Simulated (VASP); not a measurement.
# Al3Cu (Pm-3m) in VASP: further runs

Runs on Al3Cu. Level: LDA. Tasks: single point.

All numbers are computed with VASP 6.6.1; they aren't measurements. Logs are shortened: lines on timing, memory, paths and dates and some standing lists are left out, and cuts for length are marked.

## (1) The cell of the first run

It takes space group Pm-3m (No. 221, cubic). The conventional cell has a = 3.855 Å, b = 3.855 Å, c = 3.855 Å, α = 90.00°, β = 90.00°, γ = 90.00°. Within 3.6 Å of Al (site symmetry 4/mmm) lie 8 Al at 2.73 Å and 4 Cu at 2.73 Å. Cu (site symmetry m-3m) has 12 Al at 2.73 Å within 3.6 Å.

## (2) Single point, LDA

Input file INCAR:

```
ALGO = Normal ; EDIFF = 1E-6
ENCUT = 520 ; GGA = CA
ISIF = 2 ; ISMEAR = 0
LASPH = True ; LCHARG = False
LREAL = False ; LWAVE = False
NBANDS = 18 ; NELM = 80
PREC = Accurate ; SIGMA = 0.15
```

Input file KPOINTS:

```
k-points
0
Gamma
  12 12 12
```

Input file POSCAR:

```
Al3Cu
1.0
    3.8548798307      0.0000000000      0.0000000000
    0.0000000000      3.8548798307      0.0000000000
    0.0000000000      0.0000000000      3.8548798307
Al Cu
3 1
Direct
    0.0000000000      0.5000000000      0.5000000000
    0.5000000000      0.0000000000      0.5000000000
    0.5000000000      0.5000000000      0.0000000000
    0.0000000000      0.0000000000      0.0000000000
```

Potentials or basis: VASP PAW LDA potentials, release 64 (Al, Cu).

The run is started by

```sh
> cat potpaw_LDA.64/Al/POTCAR potpaw_LDA.64/Cu/POTCAR > POTCAR
> mpirun -np 1 vasp_std > vasp.out
```

OUTCAR:

```text
EDIFF = 1E-6
   ENCUT = 520
   GGA = CA
   ISIF = 2
   ISMEAR = 0
   LASPH = True
   LREAL = False
   NELM = 80
   PREC = Accurate

 ion  position               nearest neighbor table
   1  0.000  0.500  0.500-   2 2.73   3 2.73   4 2.73   3 2.73   4 2.73   2 2.73   4 2.73   4 2.73
                             2 2.73   3 2.73   3 2.73   2 2.73
   2  0.500  0.000  0.500-   1 2.73   3 2.73   4 2.73   3 2.73   4 2.73   1 2.73   3 2.73   3 2.73
                             1 2.73   4 2.73   4 2.73   1 2.73
   3  0.500  0.500  0.000-   1 2.73   2 2.73   4 2.73   1 2.73   2 2.73   2 2.73   4 2.73   2 2.73
                             1 2.73   4 2.73   1 2.73   4 2.73
   4  0.000  0.000  0.000-   1 2.73   2 2.73   3 2.73   1 2.73   2 2.73   1 2.73   3 2.73   1 2.73
                             2 2.73   3 2.73   2 2.73   3 2.73

  LATTYP: Found a simple cubic cell.
 ALAT       =     3.8548798307

  Lattice vectors:

 A1 = (   3.8548798307,   0.0000000000,   0.0000000000)
 A2 = (   0.0000000000,   3.8548798307,   0.0000000000)
 A3 = (   0.0000000000,   0.0000000000,   3.8548798307)

Analysis of symmetry for initial positions (statically):
=====================================================================
 Subroutine PRICEL returns:
 Original cell was already a primitive cell.

 Routine SETGRP: Setting up the symmetry group for a
 simple cubic supercell.

 Subroutine GETGRP returns: Found 48 space group operations
 (whereof 48 operations were pure point group operations)
 out of a pool of 48 trial point group operations.

The static configuration has the point symmetry O_h .

Analysis of symmetry for dynamics (positions and initial velocities):
=====================================================================
 Subroutine PRICEL returns:
 Original cell was already a primitive cell.

 Routine SETGRP: Setting up the symmetry group for a
 simple cubic supercell.

 Subroutine GETGRP returns: Found 48 space group operations
 (whereof 48 operations were pure point group operations)
 out of a pool of 48 trial point group operations.

The dynamic configuration has the point symmetry O_h .

 Subroutine INISYM returns: Found 48 space group operations
 (whereof 48 operations are pure point group operations),
 and found     1 'primitive' translations

----------------------------------------------------------------------------------------

                                     Primitive cell

  volume of cell :      57.2839

  direct lattice vectors                    reciprocal lattice vectors
     3.854879831  0.000000000  0.000000000     0.259411459  0.000000000  0.000000000
[... 95 lines left out ...]
   NFREE  =      0    steps in history (QN), initial steepest desc. (CG)
   ISIF   =      2    stress and relaxation
   ISYM   =      2    0-nonsym 1-usesym 2-fastsym
   POTIM  = 0.5000    time-step for ionic-motion
   TEBEG  =    0.0;   TEEND  =   0.0 temperature during run
   PSTRESS=    0.0 pullay stress
   NELECT =      20.0000    total number of electrons
   NUPDOWN=      -1.0000    fix difference up-down
   EMIN   =  10.00;   EMAX   =-10.00  energy-range for DOS
   EFERMI =   0.00;   METHOD = LEGACY
   ISMEAR =     0;   SIGMA  =   0.15  broadening in eV -4-tet -1-fermi 0-gaus
   EFERMI_NEDOS =   21; number of points for ismear=-14 and -15
   IALGO  =     38    algorithm
   IMIX   =      4    mixing-type and parameters
     AMIX     =   0.40;   BMIX     =  1.00
     AMIX_MAG =   1.60;   BMIX_MAG =  1.00
  volume/ion in A,a.u.               =      14.32        96.64
  Fermi-wavevector in a.u.,A,eV,Ry     =   1.152765  2.178409 18.080324  1.328866
  Thomas-Fermi vector in A             =   2.289413
   LORBIT       =      0    0 simple, 1 ext, 2 COOP (PROOUT), +10 PAW based schemes
   GGA     = CA    functional components
   LHFCALC =     F    Hartree Fock is set to
   AEXX    =    0.0000 exact exchange contribution
   IVDW    =     0    specifies the selected vdW correction
   LEPSILON=     F    determine dielectric tensor
   LRPA    =     F    only Hartree local field effects (RPA)
 non-spin polarized calculation
 Gauss-broadening in eV      SIGMA  =   0.15
  energy-cutoff  :      520.00
  volume of cell :       57.28
 maximum number of plane-waves:      1568
 NGX is ok and might be reduce to    30
   NGX = 15   NGY = 15   NGZ = 15

 number of electron      19.9999969 magnetization

 Free energy of the ion-electron system (eV)
  ---------------------------------------------------
  ext. energy  EPLUGINS =         0.00000000
  ---------------------------------------------------
  free energy    TOTEN  =       -17.41554478 eV

  energy without entropy =      -17.40278709  energy(sigma->0) =      -17.40916593

 E-fermi :   8.6138     XC(G=0): -11.1641

 val. band max:        8.6086274485   @ k =   0.5000   0.3333   0.3333
 cond. band min:       8.6558279496   @ k =   0.2500   0.2500   0.0833
 fundamental gap:      0.0472005011
 Fermi energy:         8.6138463602

 k-point     1 :       0.0000    0.0000    0.0000
  band No.  band energies     occupation
      1      -2.8541      2.00000
      2       4.0903      2.00000
      3       4.0903      2.00000
      4       4.8253      2.00000
      5       4.8253      2.00000
      6       4.8253      2.00000
[... 481 lines left out ...]
      5       4.5564      2.00000
      6       4.6433      2.00000
[... 10 lines left out ...]
     17      15.6730      0.00000
     18      16.0175      0.00000

 [... further k-points ...]

------------------------ aborting loop because EDIFF is reached ----------------------------------------

  FORCE on cell =-STRESS in cart. coord.  units (eV):
  Direction    XX          YY          ZZ          XY          YZ          ZX
  --------------------------------------------------------------------------------------
  -------------------------------------------------------------------------------------
  Total        0.0797847      0.0797847      0.0797847     -0.0000000      0.0000000     -0.0000000
  in kB        2.2315039      2.2315039      2.2315039     -0.0000000      0.0000000     -0.0000000
  external PRESSURE =       2.2315039 kB  Pullay stress =       0.0000000 kB

 VOLUME and BASIS-vectors are now :
 -----------------------------------------------------------------------------
  energy-cutoff  :      520.00
  volume of cell :       57.28
      direct lattice vectors                 reciprocal lattice vectors
     3.854879831  0.000000000  0.000000000     0.259411459  0.000000000  0.000000000
     0.000000000  3.854879831  0.000000000     0.000000000  0.259411459  0.000000000
     0.000000000  0.000000000  3.854879831     0.000000000  0.000000000  0.259411459

 POSITION                                       TOTAL-FORCE (eV/Angst)
 -----------------------------------------------------------------------------------
      0.00000      1.92744      1.92744         0.000000      0.000000      0.000000
      1.92744      0.00000      1.92744         0.000000      0.000000      0.000000
      1.92744      1.92744      0.00000         0.000000      0.000000      0.000000
      0.00000      0.00000      0.00000         0.000000      0.000000      0.000000
 -----------------------------------------------------------------------------------
    total drift:                                0.000000     -0.000000      0.000000

  FREE ENERGIE OF THE ION-ELECTRON SYSTEM (eV)
  ---------------------------------------------------
  free  energy   TOTEN  =       -17.4155447807 eV

  energy  without entropy=      -17.4027870868  energy(sigma->0) =      -17.40916593
```

stdout:

```text
POSCAR found type information on POSCAR AlCu
 POSCAR found :  2 types and       4 ions
 scaLAPACK will be used
 LDA part: xc-table for (Slater(with rela. corr.)+CA(PZ))
 , standard interpolation
 POSCAR, INCAR and KPOINTS ok, starting setup
 FFT: planning ... GRIDC
 FFT: planning ... GRID_SOFT
 FFT: planning ... GRID
 WAVECAR not read
 entering main loop
```

Wall time 83 s (1 thread of Intel Xeon Platinum 8488C (Sapphire Rapids), shared host); peak memory 0.19 GiB.

Results:

* Free energy: -17.4155 eV
* Pressure: 0.2 GPa
* Band gap on the k mesh: zero (bands 10 and 11 overlap by 4.17 eV)

Levels at points of the mesh, in eV from the Fermi level:
```
           k point  band 7  band 8  band 9  band 10  band 11  band 12  band 13  band 14
(0.00, 0.00, 0.00)   -2.48   -2.48   -2.48    -0.63     0.55     0.55     6.58     6.58
(0.50, 0.00, 0.00)   -3.57    0.22    0.22     0.33     0.33     0.70     2.06     2.40
(0.50, 0.50, 0.00)   -3.57   -3.48   -3.21     1.34     3.04     3.04     3.33     3.84
(0.50, 0.50, 0.50)   -4.10   -3.57   -3.57    -2.56    -1.95    -1.95    -1.95    12.38
```

(Part 1 of 2 ends here.)
